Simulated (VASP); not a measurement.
# Dy5C (I4/m) in VASP: single point with PBE

Aim: the single point of Dy5C with PBE.

Everything below comes from runs of VASP 6.6.1. Logs are shortened: lines on timing, memory, paths and dates and some standing lists are left out, and cuts for length are marked.

**1. The cell of the first run**

The structure is tetragonal, space group I4/m (No. 87). Conventional cell: a = 8.205 Å, b = 8.205 Å, c = 5.042 Å, α = 90.00°, β = 90.00°, γ = 90.00°. Dy (site symmetry m) has 1 C at 2.43 Å within 3.2 Å. Dy (site symmetry 4/m) has 2 C at 2.52 Å within 3.3 Å. Within 3.2 Å of C (site symmetry 4/m) lie 6 Dy at 2.43 to 2.52 Å.

**2. Single point, PBE (28.29 Å³/atom)**

File INCAR:

```
PREC     = Accurate       # precision mode
ENCUT    = 600            # plane-wave cutoff, eV
EDIFF    = 1E-6           # SCF threshold, eV
ISMEAR   = 0              # smearing method
SIGMA    = 0.1            # smearing width, eV
LREAL    = False          # projectors in reciprocal space
LASPH    = True           # aspherical terms in the spheres
NELM     = 200            # most SCF steps
ALGO     = Normal         # electronic algorithm
ISIF     = 2              # what is computed and relaxed
LWAVE    = False          # write WAVECAR
LCHARG   = True           # write CHGCAR
GGA      = PE             # functional
LELF     = True           # ELF
LVHAR    = True         
NBANDS   = 34             # bands
GGA_COMPAT= False        
LMAXMIX  = 6              # l up to which the mixer works
```

File KPOINTS:

```
regular mesh
0
Gamma
  8 8 8
```

File POSCAR:

```
Dy5C
1.0
   -4.1027379696      4.1027379696      2.5211671939
    4.1027379696     -4.1027379696      2.5211671939
    4.1027379696      4.1027379696     -2.5211671939
Dy C
5 1
Direct
    0.0835117983      0.2835162962      0.3670280945
    0.9164882017      0.7164837038      0.6329719055
    0.7164837038      0.0835117983      0.7999955020
    0.2835162962      0.9164882017      0.2000044980
    0.5000000000      0.5000000000      0.0000000000
    0.0000000000      0.0000000000      0.0000000000
```

Potentials or basis: VASP PAW PBE potentials, release 64 (Dy_3, C), 4f in core.

Started as:

```console
cat potpaw_PBE.64/Dy_3/POTCAR potpaw_PBE.64/C/POTCAR > POTCAR
mpirun -np 1 vasp_std > vasp.out
```

OUTCAR:

```text
PREC = Accurate
   ENCUT = 600
   EDIFF = 1E-6
   ISMEAR = 0
   LREAL = False
   LASPH = True
   NELM = 200
   ISIF = 2
   GGA = PE

 ion  position               nearest neighbor table
   1  0.084  0.284  0.367-   6 2.43   4 3.43   3 3.43   5 3.50   5 3.50   3 3.69   4 3.69   3 3.69
                             4 3.69   2 3.76   2 3.76   2 3.81
   2  0.916  0.716  0.633-   6 2.43   3 3.43   4 3.43   5 3.50   5 3.50   4 3.69   3 3.69   4 3.69
                             3 3.69   1 3.76   1 3.76   1 3.81
   3  0.716  0.084  0.800-   6 2.43   2 3.43   1 3.43   5 3.50   5 3.50   1 3.69   2 3.69   1 3.69
                             2 3.69   4 3.76   4 3.76   4 3.81
   4  0.284  0.916  0.200-   6 2.43   1 3.43   2 3.43   5 3.50   5 3.50   2 3.69   1 3.69   2 3.69
                             1 3.69   3 3.76   3 3.76   3 3.81
   5  0.500  0.500  0.000-   6 2.52   6 2.52   2 3.50   1 3.50   2 3.50   1 3.50   4 3.50   3 3.50
                             4 3.50   3 3.50
   6  0.000  0.000  0.000-   1 2.43   2 2.43   3 2.43   4 2.43   5 2.52   5 2.52

  LATTYP: Found a body centered tetragonal cell.
 ALAT       =     8.2054759392
 C/A-ratio  =     0.6145084606

  Lattice vectors:

 A1 = (  -4.1027379696,   4.1027379696,   2.5211671939)
 A2 = (   4.1027379696,  -4.1027379696,   2.5211671939)
 A3 = (   4.1027379696,   4.1027379696,  -2.5211671939)

Analysis of symmetry for initial positions (statically):
=====================================================================
 Subroutine PRICEL returns:
 Original cell was already a primitive cell.

 Routine SETGRP: Setting up the symmetry group for a
 body centered tetragonal supercell.

 Subroutine GETGRP returns: Found  8 space group operations
 (whereof  8 operations were pure point group operations)
 out of a pool of 16 trial point group operations.

The static configuration has the point symmetry C_4h.

Analysis of symmetry for dynamics (positions and initial velocities):
=====================================================================
 Subroutine PRICEL returns:
 Original cell was already a primitive cell.

 Routine SETGRP: Setting up the symmetry group for a
 body centered tetragonal supercell.

 Subroutine GETGRP returns: Found  8 space group operations
 (whereof  8 operations were pure point group operations)
 out of a pool of 16 trial point group operations.

The dynamic configuration has the point symmetry C_4h.

 Subroutine INISYM returns: Found  8 space group operations
 (whereof  8 operations are pure point group operations),
 and found     1 'primitive' translations

----------------------------------------------------------------------------------------

                                     Primitive cell

  volume of cell :     169.7498

  direct lattice vectors                    reciprocal lattice vectors
    -4.102737970  4.102737970  2.521167194     0.000000000  0.121869835  0.198320842
     4.102737970 -4.102737970  2.521167194     0.121869835  0.000000000  0.198320842
     4.102737970  4.102737970 -2.521167194     0.121869835  0.121869835  0.000000000

  length of vectors
     6.326231241  6.326231241  6.326231241     0.232773308  0.232773308  0.172349974

  position of ions in fractional coordinates (direct lattice)
     0.083511798  0.283516296  0.367028095
     0.916488202  0.716483704  0.632971905
     0.716483704  0.083511798  0.799995502
     0.283516296  0.916488202  0.200004498
     0.500000000  0.500000000  0.000000000
     0.000000000  0.000000000  0.000000000

  ion indices of the primitive-cell ions
   primitive index   ion index
                 1           1
                 2           2
                 3           3
                 4           4
                 5           5
                 6           6

----------------------------------------------------------------------------------------

 KPOINTS: regular mesh

Automatic generation of k-mesh.
 Grid dimensions read from file:
 generate k-points for:    8    8    8

 Generating k-lattice:

  Cartesian coordinates                     Fractional coordinates (reciprocal lattice)
     0.000000000  0.015233729  0.024790105     0.125000000  0.000000000 -0.000000000
     0.015233729  0.000000000  0.024790105     0.000000000  0.125000000 -0.000000000
     0.015233729  0.015233729  0.000000000     0.000000000  0.000000000  0.125000000

  Length of vectors
     0.029096664  0.029096664  0.021543747

  Shift w.r.t. Gamma in fractional coordinates (k-lattice)
     0.000000000  0.000000000  0.000000000

 Subroutine IBZKPT returns following result:
 ===========================================

 Found     78 irreducible k-points:

 Following reciprocal coordinates:
            Coordinates               Weight
  0.000000  0.000000  0.000000      1.000000
  0.125000  0.000000  0.000000      8.000000
  0.250000  0.000000  0.000000      8.000000
  0.375000 -0.000000  0.000000      8.000000
  0.500000  0.000000  0.000000      4.000000
  0.125000  0.125000  0.000000      8.000000
[... 16 lines left out ...]
 -0.375000  0.250000 -0.000000      8.000000
 -0.250000  0.375000  0.000000      8.000000
 [... further k-points ...]
   k-points           NKPTS =     78   k-points in BZ     NKDIM =     78   number of bands    NBANDS=     34
   number of dos      NEDOS =    301   number of ions     NIONS =      6
   total plane-waves  NPLWV = 157464
   dimension x,y,z NGX =    54 NGY =   54 NGZ =   54
   dimension x,y,z NGXF=   108 NGYF=  108 NGZF=  108
   ions per type =               5   1
   NGX,Y,Z   is equivalent  to a cutoff of  14.19, 14.19, 14.19 a.u.
   NGXF,Y,Z  is equivalent  to a cutoff of  28.38, 28.38, 28.38 a.u.
 SYSTEM =  unknown system
   PREC   = accura    normal or accurate (medium, high low for compatibility)
   ISTART =      0    job   : 0-new  1-cont  2-samecut
   ICHARG =      2    charge: 1-file 2-atom 10-const
   ISPIN  =      1    spin polarized calculation?
   LNONCOLLINEAR =      F non collinear calculations
   LSORBIT =      F    spin-orbit coupling
   LASPH  =      T    aspherical Exc in radial PAW
   ENCUT  =  600.0 eV  44.10 Ry    6.64 a.u.  12.64 12.64 12.64*2*pi/ulx,y,z
   NELM   =    200;   NELMIN=  2; NELMDL= -5     # of ELM steps
   EDIFF  = 0.1E-05   stopping-criterion for ELM
   LREAL  =      F    real-space projection
[... 7 lines left out ...]
   TEBEG  =    0.0;   TEEND  =   0.0 temperature during run
   PSTRESS=    0.0 pullay stress
   NELECT =      49.0000    total number of electrons
   NUPDOWN=      -1.0000    fix difference up-down
   EMIN   =  10.00;   EMAX   =-10.00  energy-range for DOS
   EFERMI =   0.00;   METHOD = LEGACY
   ISMEAR =     0;   SIGMA  =   0.10  broadening in eV -4-tet -1-fermi 0-gaus
   EFERMI_NEDOS =   21; number of points for ismear=-14 and -15
   IALGO  =     38    algorithm
   IMIX   =      4    mixing-type and parameters
     AMIX     =   0.40;   BMIX     =  1.00
     AMIX_MAG =   1.60;   BMIX_MAG =  1.00
  volume/ion in A,a.u.               =      28.29       190.92
  Fermi-wavevector in a.u.,A,eV,Ry     =   1.081942  2.044573 15.926946  1.170597
  Thomas-Fermi vector in A             =   2.217971
   LORBIT       =      0    0 simple, 1 ext, 2 COOP (PROOUT), +10 PAW based schemes
   GGA     = PE    functional components
   LHFCALC =     F    Hartree Fock is set to
   AEXX    =    0.0000 exact exchange contribution
   IVDW    =     0    specifies the selected vdW correction
   LEPSILON=     F    determine dielectric tensor
   LRPA    =     F    only Hartree local field effects (RPA)
 non-spin polarized calculation
 Gauss-broadening in eV      SIGMA  =   0.10
  energy-cutoff  :      600.00
  volume of cell :      169.75
 maximum number of plane-waves:      5702
 NGX is ok and might be reduce to    54
   NGX = 25   NGY = 25   NGZ = 25

 number of electron      49.0000001 magnetization

 Free energy of the ion-electron system (eV)
  ---------------------------------------------------
  ext. energy  EPLUGINS =         0.00000000
  ---------------------------------------------------
  free energy    TOTEN  =       -32.40455724 eV

  energy without entropy =      -32.36725817  energy(sigma->0) =      -32.38590771

 E-fermi :   2.9903     XC(G=0):  -9.7760

 val. band max:        2.9855984875   @ k =  -0.1250   0.3750   0.0000
 cond. band min:       2.9908109247   @ k =   0.3750   0.1250   0.1250
 fundamental gap:      0.0052124372
 Fermi energy:         2.9903410561

 k-point     1 :       0.0000    0.0000    0.0000
  band No.  band energies     occupation
      1     -20.4224      2.00000
      2     -20.3710      2.00000
      3     -20.3243      2.00000
      4     -20.3243      2.00000
      5     -20.2206      2.00000
      6     -20.2189      2.00000
[... 26 lines left out ...]
     33       4.9620      0.00000
     34       5.6252      0.00000

 k-point     2 :       0.1250    0.0000    0.0000
  band No.  band energies     occupation
      1     -20.4219      2.00000
      2     -20.4021      2.00000
      3     -20.3352      2.00000
      4     -20.3277      2.00000
      5     -20.2435      2.00000
      6     -20.2244      2.00000
[... 26 lines left out ...]
     33       5.0101      0.00000
     34       5.2479      0.00000

 k-point     3 :       0.2500    0.0000    0.0000
  band No.  band energies     occupation
      1     -20.4512      2.00000
      2     -20.4196      2.00000
      3     -20.3555      2.00000
      4     -20.3277      2.00000
      5     -20.2724      2.00000
      6     -20.2149      2.00000
[... 26 lines left out ...]
     33       5.2689      0.00000
     34       5.4083      0.00000
[... 704 lines left out ...]
 k-point    23 :      -0.3750    0.2500   -0.0000
  band No.  band energies     occupation
      1     -20.4234      2.00000
      2     -20.3806      2.00000
      3     -20.3487      2.00000
      4     -20.3104      2.00000
      5     -20.2646      2.00000
      6     -20.2286      2.00000
[... 26 lines left out ...]
     33       5.4034      0.00000
     34       5.6926      0.00000

 k-point    24 :      -0.2500    0.3750    0.0000
  band No.  band energies     occupation
      1     -20.4280      2.00000
      2     -20.3818      2.00000
      3     -20.3423      2.00000
      4     -20.3119      2.00000
      5     -20.2629      2.00000
      6     -20.2191      2.00000
[... 26 lines left out ...]
     33       5.4183      0.00000
     34       5.6372      0.00000

 [... further k-points ...]
[... 5 lines left out ...]
  --------------------------------------------------------------------------------------
  -------------------------------------------------------------------------------------
  Total       -0.9614217     -0.9614217     -0.9842418      0.0000010     -0.0000000      0.0000000
  in kB       -9.0743450     -9.0743450     -9.2897323      0.0000092     -0.0000000      0.0000000
  external PRESSURE =      -9.1461408 kB  Pullay stress =       0.0000000 kB

 VOLUME and BASIS-vectors are now :
 -----------------------------------------------------------------------------
  energy-cutoff  :      600.00
  volume of cell :      169.75
      direct lattice vectors                 reciprocal lattice vectors
    -4.102737970  4.102737970  2.521167194     0.000000000  0.121869835  0.198320842
     4.102737970 -4.102737970  2.521167194     0.121869835  0.000000000  0.198320842
     4.102737970  4.102737970 -2.521167194     0.121869835  0.121869835  0.000000000

 POSITION                                       TOTAL-FORCE (eV/Angst)
 -----------------------------------------------------------------------------------
      2.32639      0.68525      0.00000         0.030912      0.011142      0.000000
      1.77635      3.41748      2.52117        -0.030912     -0.011142     -0.000000
      0.68525      5.87909      0.00000         0.011142     -0.030912     -0.000000
      3.41748     -1.77635      2.52117        -0.011142      0.030912     -0.000000
      0.00000      0.00000      2.52117         0.000000      0.000000      0.000000
      0.00000      0.00000      0.00000         0.000000      0.000000      0.000000
 -----------------------------------------------------------------------------------
    total drift:                                0.000000      0.000000     -0.000000

  FREE ENERGIE OF THE ION-ELECTRON SYSTEM (eV)
  ---------------------------------------------------
  free  energy   TOTEN  =       -32.4045572438 eV

  energy  without entropy=      -32.3672581676  energy(sigma->0) =      -32.38590771
```

Run time: 13 min. Hardware: 1 thread of AMD EPYC 7R13 (Zen 3), shared host; peak memory 0.64 GiB.

Results:

```yaml
Free_energy: -32.4046 eV
Pressure: -0.9 GPa
Largest_force: 0.033 eV/Å
Band_gap_on_the_k_mesh: zero (an odd number of electrons rules out a gap without spin polarisation)
```

Forces in eV/Å, atoms in the order of the input:
```
Dy   0.031  0.011  0.000
Dy  -0.031 -0.011  0.000
Dy   0.011 -0.031  0.000
Dy  -0.011  0.031  0.000
Dy   0.000  0.000  0.000
C    0.000  0.000  0.000
```

Caveat: spin-orbit coupling is left out, which moves the levels of the heavy elements; the 4f electrons are frozen in the core, so they carry no moment and show no levels.
